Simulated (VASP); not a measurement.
# KSrCl3 (Pm-3m) in VASP: further runs

Aim: see how the results for KSrCl3 move with the level of theory and the settings. Levels: r2SCAN, HSE06, PBE-based screened hybrid with 5 % exact exchange. Tasks: single point.

All numbers are computed with VASP 6.6.1; they aren't measurements. Logs are shortened: lines on timing, memory, paths and dates and some standing lists are left out, and cuts for length are marked.

## Step 1: The cell of the first run

Symmetry: Pm-3m, No. 221, cubic system. Conventional cell: a = 5.636 Å, b = 5.636 Å, c = 5.636 Å, α = 90.00°, β = 90.00°, γ = 90.00°. Within 5.2 Å of K (site symmetry m-3m) lie 12 Cl at 3.99 Å and 8 Sr at 4.88 Å. Sr (site symmetry m-3m) has 6 Cl at 2.82 Å within 3.7 Å. Cl (site symmetry 4/mmm) has 2 Sr at 2.82 Å within 3.7 Å.

## Step 2: Single point, r2SCAN

POSCAR reads:

```
KSrCl3
1.0
    5.6362001317      0.0000000000      0.0000000000
    0.0000000000      5.6362001317      0.0000000000
    0.0000000000      0.0000000000      5.6362001317
K Sr Cl
1 1 3
Direct
    0.0000000000      0.0000000000      0.0000000000
    0.5000000000      0.5000000000      0.5000000000
    0.5000000000      0.5000000000      0.0000000000
    0.5000000000      0.0000000000      0.5000000000
    0.0000000000      0.5000000000      0.5000000000
```

INCAR.step1 reads:

```
PREC     = Accurate       # precision mode
ENCUT    = 520            # plane-wave cutoff, eV
ISMEAR   = 1              # smearing method
SIGMA    = 0.001          # smearing width, eV
LREAL    = False          # projectors in reciprocal space
LASPH    = True           # aspherical terms in the spheres
NELM     = 80             # most SCF steps
NBANDS   = 28             # bands
GGA      = PE             # functional
ALGO     = Normal         # electronic algorithm
EDIFF    = 1E-4           # SCF threshold, eV
LWAVE    = True           # write WAVECAR
LCHARG   = False          # write CHGCAR
```

INCAR.step2 reads:

```
PREC     = Accurate       # precision mode
ENCUT    = 520            # plane-wave cutoff, eV
EDIFF    = 1E-7           # SCF threshold, eV
ISMEAR   = 1              # smearing method
SIGMA    = 0.001          # smearing width, eV
LREAL    = False          # projectors in reciprocal space
LASPH    = True           # aspherical terms in the spheres
NELM     = 80             # most SCF steps
ALGO     = Normal         # electronic algorithm
ISIF     = 2              # what is computed and relaxed
LWAVE    = False          # write WAVECAR
LCHARG   = False          # write CHGCAR
METAGGA  = R2SCAN         # meta-GGA
LMIXTAU  = True         
NBANDS   = 28             # bands
ISTART   = 1
```

KPOINTS reads:

```
Automatic mesh
0
Gamma
  4 4 4
```

Potentials or basis: VASP PAW PBE potentials, release 64 (K_sv, Sr_sv, Cl).

Command:

```
$ cat potpaw_PBE.64/K_sv/POTCAR potpaw_PBE.64/Sr_sv/POTCAR potpaw_PBE.64/Cl/POTCAR > POTCAR
$ cp INCAR.step1 INCAR
$ mpirun -np 1 vasp_std > vasp.out
$ cp INCAR.step2 INCAR
$ mpirun -np 1 vasp_std > vasp.out
```

OUTCAR:

```text
PREC = Accurate
   ENCUT = 520
   EDIFF = 1E-7
   ISMEAR = 1
   LREAL = False
   LASPH = True
   NELM = 80
   ISIF = 2
   METAGGA = R2SCAN
   ISTART = 1

 ion  position               nearest neighbor table
   1  0.000  0.000  0.000-
   2  0.500  0.500  0.500-   3 2.82   4 2.82   5 2.82   3 2.82   4 2.82   5 2.82
   3  0.500  0.500  0.000-   2 2.82   2 2.82
   4  0.500  0.000  0.500-   2 2.82   2 2.82
   5  0.000  0.500  0.500-   2 2.82   2 2.82

  LATTYP: Found a simple cubic cell.
 ALAT       =     5.6362001317

  Lattice vectors:

 A1 = (   5.6362001317,   0.0000000000,   0.0000000000)
 A2 = (   0.0000000000,   5.6362001317,   0.0000000000)
 A3 = (   0.0000000000,   0.0000000000,   5.6362001317)

Analysis of symmetry for initial positions (statically):
=====================================================================
 Subroutine PRICEL returns:
 Original cell was already a primitive cell.

 Routine SETGRP: Setting up the symmetry group for a
 simple cubic supercell.

 Subroutine GETGRP returns: Found 48 space group operations
 (whereof 48 operations were pure point group operations)
 out of a pool of 48 trial point group operations.

The static configuration has the point symmetry O_h .

Analysis of symmetry for dynamics (positions and initial velocities):
=====================================================================
 Subroutine PRICEL returns:
 Original cell was already a primitive cell.

 Routine SETGRP: Setting up the symmetry group for a
 simple cubic supercell.

 Subroutine GETGRP returns: Found 48 space group operations
 (whereof 48 operations were pure point group operations)
 out of a pool of 48 trial point group operations.

The dynamic configuration has the point symmetry O_h .

 Subroutine INISYM returns: Found 48 space group operations
 (whereof 48 operations are pure point group operations),
 and found     1 'primitive' translations

----------------------------------------------------------------------------------------

                                     Primitive cell

  volume of cell :     179.0438

  direct lattice vectors                    reciprocal lattice vectors
     5.636200132  0.000000000  0.000000000     0.177424502  0.000000000  0.000000000
     0.000000000  5.636200132  0.000000000     0.000000000  0.177424502  0.000000000
     0.000000000  0.000000000  5.636200132     0.000000000  0.000000000  0.177424502

  length of vectors
     5.636200132  5.636200132  5.636200132     0.177424502  0.177424502  0.177424502

  position of ions in fractional coordinates (direct lattice)
     0.000000000  0.000000000  0.000000000
     0.500000000  0.500000000  0.500000000
     0.500000000  0.500000000  0.000000000
     0.500000000  0.000000000  0.500000000
     0.000000000  0.500000000  0.500000000

  ion indices of the primitive-cell ions
   primitive index   ion index
                 1           1
                 2           2
                 3           3
                 4           4
                 5           5

----------------------------------------------------------------------------------------

 KPOINTS: Automatic mesh

Automatic generation of k-mesh.
 Grid dimensions read from file:
 generate k-points for:    4    4    4

 Generating k-lattice:

  Cartesian coordinates                     Fractional coordinates (reciprocal lattice)
     0.044356125  0.000000000  0.000000000     0.250000000  0.000000000  0.000000000
     0.000000000  0.044356125  0.000000000     0.000000000  0.250000000  0.000000000
     0.000000000  0.000000000  0.044356125     0.000000000  0.000000000  0.250000000

  Length of vectors
     0.044356125  0.044356125  0.044356125

  Shift w.r.t. Gamma in fractional coordinates (k-lattice)
     0.000000000  0.000000000  0.000000000

 Subroutine IBZKPT returns following result:
 ===========================================

 Found     10 irreducible k-points:

 Following reciprocal coordinates:
            Coordinates               Weight
  0.000000  0.000000  0.000000      1.000000
[... 42 lines left out ...]
  free energy    TOTEN  =       -51.64149122 eV

  energy without entropy =      -51.64149122  energy(sigma->0) =      -51.64149122

 E-fermi :  -2.0141     XC(G=0):  -7.4627

 val. band max:       -2.0759580137   @ k =   0.5000   0.5000   0.5000
 cond. band min:       3.1144190967   @ k =   0.0000   0.0000   0.0000
 fundamental gap:      5.1903771105
 Fermi energy:        -2.0141358843

 k-point     1 :       0.0000    0.0000    0.0000
  band No.  band energies     occupation
      1     -35.2154      2.00000
      2     -31.8412      2.00000
      3     -16.7263      2.00000
      4     -16.7263      2.00000
      5     -16.7263      2.00000
      6     -15.2025      2.00000
[... 20 lines left out ...]
     27       6.8170      0.00000
     28       6.8170      0.00000

 k-point     2 :       0.2500    0.0000    0.0000
  band No.  band energies     occupation
      1     -35.2151      2.00000
      2     -31.8411      2.00000
      3     -16.9129      2.00000
      4     -16.7256      2.00000
      5     -16.7256      2.00000
      6     -15.1554      2.00000
[... 20 lines left out ...]
     27       6.8246      0.00000
     28       7.0548      0.00000

 k-point     3 :       0.5000    0.0000    0.0000
  band No.  band energies     occupation
      1     -35.2149      2.00000
      2     -31.8411      2.00000
      3     -17.0605      2.00000
      4     -16.7249      2.00000
      5     -16.7249      2.00000
      6     -15.1526      2.00000
[... 20 lines left out ...]
     27       6.8146      0.00000
     28       7.1594      0.00000

 k-point     4 :       0.2500    0.2500    0.0000
  band No.  band energies     occupation
      1     -35.2149      2.00000
      2     -31.8411      2.00000
      3     -16.9144      2.00000
      4     -16.9099      2.00000
      5     -16.7249      2.00000
      6     -15.0893      2.00000
[... 144 lines left out ...]
     27       7.0032      0.00000
     28       7.0123      0.00000

 k-point     9 :       0.5000    0.5000    0.2500
  band No.  band energies     occupation
      1     -35.2140      2.00000
      2     -31.8410      2.00000
      3     -17.0579      2.00000
      4     -17.0579      2.00000
      5     -16.9094      2.00000
      6     -14.7742      2.00000
[... 20 lines left out ...]
     27       7.1300      0.00000
     28       7.3635      0.00000

 k-point    10 :       0.5000    0.5000    0.5000
  band No.  band energies     occupation
      1     -35.2137      2.00000
      2     -31.8410      2.00000
      3     -17.0568      2.00000
      4     -17.0568      2.00000
      5     -17.0568      2.00000
      6     -14.5180      2.00000
[... 20 lines left out ...]
     27       7.0954      0.00000
     28       7.9826      0.00000

------------------------ aborting loop because EDIFF is reached ----------------------------------------

  FORCE on cell =-STRESS in cart. coord.  units (eV):
  Direction    XX          YY          ZZ          XY          YZ          ZX
  --------------------------------------------------------------------------------------
  -------------------------------------------------------------------------------------
  Total        0.0374385      0.0374385      0.0374385      0.0000000     -0.0000000      0.0000000
  in kB        0.3350195      0.3350195      0.3350195      0.0000000     -0.0000000      0.0000000
  external PRESSURE =       0.3350195 kB  Pullay stress =       0.0000000 kB

 VOLUME and BASIS-vectors are now :
 -----------------------------------------------------------------------------
  energy-cutoff  :      520.00
  volume of cell :      179.04
      direct lattice vectors                 reciprocal lattice vectors
     5.636200132  0.000000000  0.000000000     0.177424502  0.000000000  0.000000000
     0.000000000  5.636200132  0.000000000     0.000000000  0.177424502  0.000000000
     0.000000000  0.000000000  5.636200132     0.000000000  0.000000000  0.177424502

 POSITION                                       TOTAL-FORCE (eV/Angst)
 -----------------------------------------------------------------------------------
      0.00000      0.00000      0.00000         0.000000      0.000000      0.000000
      2.81810      2.81810      2.81810         0.000000      0.000000      0.000000
      2.81810      2.81810      0.00000         0.000000      0.000000      0.000000
      2.81810      0.00000      2.81810         0.000000      0.000000      0.000000
      0.00000      2.81810      2.81810         0.000000      0.000000      0.000000
 -----------------------------------------------------------------------------------
    total drift:                                0.000000     -0.000000     -0.000000

  FREE ENERGIE OF THE ION-ELECTRON SYSTEM (eV)
  ---------------------------------------------------
  free  energy   TOTEN  =       -51.6414912150 eV

  energy  without entropy=      -51.6414912150  energy(sigma->0) =      -51.64149122
```

Wall time 2.5 min (1 thread of Intel Xeon Platinum 8375C at 2.90GHz (Ice Lake), shared host); peak memory 0.31 GiB.

Results:

```yaml
Free_energy: -51.6415 eV
Pressure: 0.0 GPa
Band_gap_on_the_k_mesh: 5.19 eV (least direct gap 5.41 eV)
```

Levels at points of the mesh, in eV from the valence-band top:
| k point | band 16 | band 17 | band 18 | band 19 | band 20 | band 21 | band 22 | band 23 | band 24 | band 25 |
| --- | --- | --- | --- | --- | --- | --- | --- | --- | --- | --- |
| (0.00, 0.00, 0.00) | -0.42 | -0.42 | -0.21 | -0.21 | -0.21 | 5.19 | 6.71 | 6.71 | 6.71 | 7.64 |
| (0.50, 0.00, 0.00) | -0.68 | -0.68 | -0.51 | -0.28 | -0.28 | 6.81 | 6.94 | 7.07 | 7.90 | 7.90 |
| (0.50, 0.50, 0.00) | -0.69 | -0.65 | -0.64 | -0.64 | -0.01 | 7.60 | 8.01 | 8.01 | 8.27 | 8.27 |
| (0.50, 0.50, 0.50) | -1.30 | -1.30 | 0.00 | 0.00 | 0.00 | 6.86 | 8.05 | 8.05 | 8.05 | 9.17 |

Caveat: the PAW data sets were made with another functional, which shifts forces and pressure a little.

## Step 3: Single point, r2SCAN

POSCAR is that of step 2.

INCAR.step1 reads:

```
  ALGO = Normal
  EDIFF = 1E-4
  ENCUT = 520
  GGA = PE
  ISMEAR = -1
  LASPH = True
  LCHARG = False
  LREAL = False
  LWAVE = True
  NBANDS = 28
  NELM = 80
  PREC = Accurate
  SIGMA = 0.5
```

INCAR.step2 reads:

```
  ALGO = Normal
  EDIFF = 1E-6
  ENCUT = 520
  ISIF = 2
  ISMEAR = -1
  ISTART = 1
  LASPH = True
  LCHARG = False
  LMIXTAU = True
  LREAL = False
  LWAVE = False
  METAGGA = R2SCAN
  NBANDS = 28
  NELM = 80
  PREC = Accurate
  SIGMA = 0.5
```

KPOINTS reads:

```
k-points
0
Gamma
  4 4 4
```

Potentials or basis: VASP PAW PBE potentials, release 64 (K_sv, Sr_sv, Cl).

Command:

```
$ cat potpaw_PBE.64/K_sv/POTCAR potpaw_PBE.64/Sr_sv/POTCAR potpaw_PBE.64/Cl/POTCAR > POTCAR
$ cp INCAR.step1 INCAR
$ mpirun -np 1 vasp_std > vasp.out
$ cp INCAR.step2 INCAR
$ mpirun -np 1 vasp_std > vasp.out
```

Wall time 2.8 min (1 thread of Intel Xeon Platinum 8375C at 2.90GHz (Ice Lake), shared host); peak memory 0.31 GiB.

The run converged. Its results:

- Free energy: -51.6480 eV
- Pressure: 0.0 GPa
- Band gap on the k mesh: 5.19 eV (least direct gap 5.41 eV)

Levels at points of the mesh, in eV from the valence-band top:
| k point | band 17 | band 18 | band 19 | band 20 | band 21 | band 22 | band 23 | band 24 |
| --- | --- | --- | --- | --- | --- | --- | --- | --- |
| (0.00, 0.00, 0.00) | -0.42 | -0.21 | -0.21 | -0.21 | 5.19 | 6.71 | 6.71 | 6.71 |
| (0.50, 0.00, 0.00) | -0.68 | -0.51 | -0.28 | -0.28 | 6.81 | 6.94 | 7.07 | 7.91 |
| (0.50, 0.50, 0.00) | -0.65 | -0.64 | -0.64 | -0.01 | 7.60 | 8.01 | 8.01 | 8.28 |
| (0.50, 0.50, 0.50) | -1.30 | 0.00 | 0.00 | 0.00 | 6.87 | 8.05 | 8.05 | 8.05 |

Caveat: the PAW data sets were made with another functional, which shifts forces and pressure a little. A k mesh can miss the band edges.

## Step 4: Single point, r2SCAN

POSCAR is that of step 3.

INCAR.step1 reads:

```
ALGO     = Normal         # electronic algorithm
EDIFF    = 1E-4           # SCF threshold, eV
ENCUT    = 520            # plane-wave cutoff, eV
GGA      = PE             # functional
ISMEAR   = 0              # smearing method
LASPH    = T              # aspherical terms in the spheres
LCHARG   = F              # write CHGCAR
LREAL    = F              # projectors in reciprocal space
LWAVE    = T              # write WAVECAR
NBANDS   = 28             # bands
NELM     = 80             # most SCF steps
PREC     = Accurate       # precision mode
SIGMA    = 0.2            # smearing width, eV
```

INCAR.step2 reads:

```
ALGO     = Normal         # electronic algorithm
EDIFF    = 1E-6           # SCF threshold, eV
ENCUT    = 520            # plane-wave cutoff, eV
ISIF     = 2              # what is computed and relaxed
ISMEAR   = 0              # smearing method
ISTART   = 1            
LASPH    = T              # aspherical terms in the spheres
LCHARG   = F              # write CHGCAR
LMIXTAU  = T            
LREAL    = F              # projectors in reciprocal space
LWAVE    = F              # write WAVECAR
METAGGA  = R2SCAN         # meta-GGA
NBANDS   = 28             # bands
NELM     = 80             # most SCF steps
PREC     = Accurate       # precision mode
SIGMA    = 0.2            # smearing width, eV
```

KPOINTS is that of step 3.

Command:

```
$ cat potpaw_PBE.64/K_sv/POTCAR potpaw_PBE.64/Sr_sv/POTCAR potpaw_PBE.64/Cl/POTCAR > POTCAR
$ cp INCAR.step1 INCAR
$ mpirun -np 1 vasp_std > vasp.out
$ cp INCAR.step2 INCAR
$ mpirun -np 1 vasp_std > vasp.out
```

Wall time 2.6 min (1 thread of Intel Xeon Platinum 8375C at 2.90GHz (Ice Lake), shared host); peak memory 0.31 GiB.

The run converged. Its results:

- Free energy: -51.6415 eV
- Pressure: 0.0 GPa
- Band gap on the k mesh: 5.19 eV (least direct gap 5.41 eV)

Levels at points of the mesh, in eV from the valence-band top:
| k point | band 16 | band 17 | band 18 | band 19 | band 20 | band 21 | band 22 | band 23 | band 24 | band 25 |
| --- | --- | --- | --- | --- | --- | --- | --- | --- | --- | --- |
| (0.00, 0.00, 0.00) | -0.42 | -0.42 | -0.21 | -0.21 | -0.21 | 5.19 | 6.71 | 6.71 | 6.71 | 7.64 |
| (0.50, 0.00, 0.00) | -0.68 | -0.68 | -0.51 | -0.28 | -0.28 | 6.81 | 6.94 | 7.07 | 7.90 | 7.90 |
| (0.50, 0.50, 0.00) | -0.69 | -0.65 | -0.64 | -0.64 | -0.01 | 7.60 | 8.01 | 8.01 | 8.27 | 8.27 |
| (0.50, 0.50, 0.50) | -1.30 | -1.30 | 0.00 | 0.00 | 0.00 | 6.86 | 8.05 | 8.05 | 8.05 | 9.17 |

Caveat: the PAW data sets were made with another functional, which shifts forces and pressure a little.

## Step 5: Single point, HSE06

POSCAR is that of step 4.

INCAR.step1 reads:

```
  ALGO = Normal
  EDIFF = 1E-5
  ENCUT = 520
  GGA = PE
  ISIF = 2
  ISMEAR = 0
  LASPH = T
  LCHARG = F
  LREAL = F
  LWAVE = T
  NBANDS = 28
  NELM = 80
  PREC = Accurate
  SIGMA = 0.01
```

INCAR.step2 reads:

```
  ALGO = Normal
  EDIFF = 1E-6
  ENCUT = 520
  GGA = PE
  HFSCREEN = 0.2079
  ISIF = 2
  ISMEAR = 0
  ISTART = 1
  LASPH = T
  LCHARG = F
  LHFCALC = T
  LREAL = F
  LWAVE = F
  NBANDS = 28
  NELM = 80
  PREC = Accurate
  PRECFOCK = Fast
  SIGMA = 0.01
```

KPOINTS reads:

```
k-points
0
Gamma
  2 2 2
```

Command:

```
$ cat potpaw_PBE.64/K_sv/POTCAR potpaw_PBE.64/Sr_sv/POTCAR potpaw_PBE.64/Cl/POTCAR > POTCAR
$ cp INCAR.step1 INCAR
$ mpirun -np 1 vasp_std > vasp.out
$ cp INCAR.step2 INCAR
$ mpirun -np 1 vasp_std > vasp.out
```

Wall time 1.9 min (1 thread of Intel Xeon Platinum 8375C at 2.90GHz (Ice Lake), shared host); peak memory 0.38 GiB.

The run converged. Its results:

```
Free energy            : -22.1539 eV
Pressure               : 0.5 GPa
Band gap on the k mesh : 5.74 eV (least direct gap 5.97 eV)
```

Levels at points of the mesh, in eV from the valence-band top:
```csv
k point,band 18,band 19,band 20,band 21,band 22,band 23
"(0.00, 0.00, 0.00)",-0.23,-0.23,-0.23,5.74,7.49,7.49
"(0.50, 0.00, 0.00)",-0.54,-0.30,-0.30,7.36,7.67,7.75
"(0.50, 0.50, 0.00)",-0.67,-0.67,-0.01,8.11,8.84,8.84
"(0.50, 0.50, 0.50)",0.00,0.00,0.00,7.36,8.71,8.71
```

Caveat: the k points lie up to 0.56 Å⁻¹ apart; the PAW data sets were made with another functional, which shifts forces and pressure a little. A k mesh can miss the band edges.

## Step 6: Single point, PBE-based screened hybrid with 5 % exact exchange

POSCAR is that of step 5.

INCAR.step1 reads:

```
SYSTEM = KSrCl3
PREC = Accurate ; ENCUT = 520
EDIFF = 1E-5 ; ISMEAR = 0
SIGMA = 0.01 ; LREAL = .FALSE.
LASPH = .TRUE. ; NELM = 80
ALGO = Normal ; ISIF = 2
LWAVE = .TRUE. ; LCHARG = .FALSE.
NBANDS = 28 ; GGA = PE
```

INCAR.step2 reads:

```
SYSTEM = KSrCl3
PREC = Accurate ; ENCUT = 520
EDIFF = 1E-7 ; ISMEAR = 0
SIGMA = 0.01 ; LREAL = .FALSE.
LASPH = .TRUE. ; NELM = 80
ALGO = Normal ; ISIF = 2
LWAVE = .FALSE. ; LCHARG = .FALSE.
GGA = PE ; LHFCALC = .TRUE.
AEXX = 0.05 ; HFSCREEN = 0.1
PRECFOCK = Fast ; NBANDS = 28
ISTART = 1
```

KPOINTS reads:

```
Automatic mesh
0
G
  2 2 2
  0 0 0
```

Potentials or basis: VASP PAW PBE potentials, release 64 (K_sv, Sr_sv, Cl).

Command:

```
$ cat potpaw_PBE.64/K_sv/POTCAR potpaw_PBE.64/Sr_sv/POTCAR potpaw_PBE.64/Cl/POTCAR > POTCAR
$ cp INCAR.step1 INCAR
$ mpirun -np 1 vasp_std > vasp.out
$ cp INCAR.step2 INCAR
$ mpirun -np 1 vasp_std > vasp.out
```

Run time: 2.8 min. Hardware: 1 thread of Intel Xeon Platinum 8375C at 2.90GHz (Ice Lake), shared host; peak memory 0.37 GiB.

It converged, with:

```
Free energy            : -19.8244 eV
Pressure               : 0.7 GPa
Band gap on the k mesh : 4.80 eV (least direct gap 5.02 eV)
```

Levels at points of the mesh, in eV from the valence-band top:
```csv
k point,band 17,band 18,band 19,band 20,band 21,band 22,band 23,band 24
"(0.00, 0.00, 0.00)",-0.42,-0.22,-0.22,-0.22,4.80,6.44,6.44,6.44
"(0.50, 0.00, 0.00)",-0.68,-0.51,-0.28,-0.28,6.39,6.67,6.71,7.61
"(0.50, 0.50, 0.00)",-0.66,-0.64,-0.64,-0.01,7.10,7.71,7.71,7.92
"(0.50, 0.50, 0.50)",-1.33,0.00,0.00,0.00,6.39,7.66,7.66,7.66
```

Caveat: the k points lie up to 0.56 Å⁻¹ apart; the PAW data sets were made with another functional, which shifts forces and pressure a little.

## Step 7: Summary

```csv
level,k mesh,smearing,grid for exact exchange (PRECFOCK),share of exact exchange,screening parameter,gap on the mesh (eV),pressure (GPa)
r2SCAN,4 × 4 × 4,methfessel-paxton 0.001 eV,-,-,-,5.19,0.0
r2SCAN,4 × 4 × 4,fermi-dirac 0.5 eV,-,-,-,5.19,0.0
r2SCAN,4 × 4 × 4,gaussian 0.2 eV,-,-,-,5.19,0.0
HSE06,2 × 2 × 2,gaussian 0.01 eV,Fast,0.25,0.2079 1/Å,5.74,0.5
PBE-based screened hybrid with 5 % exact exchange,2 × 2 × 2,gaussian 0.01 eV,Fast,0.05,0.1 1/Å,4.80,0.7
```

Alike in all rows: task single point; potentials or basis VASP PAW PBE potentials, release 64 (K_sv, Sr_sv, Cl); no spin polarisation; cell as given; cutoff (eV) 520.

Caveats: some runs use coarse meshes; the PAW data sets were made with another functional, which shifts forces and pressure a little.

Absolute energies hang on the potentials; compare differences alone.
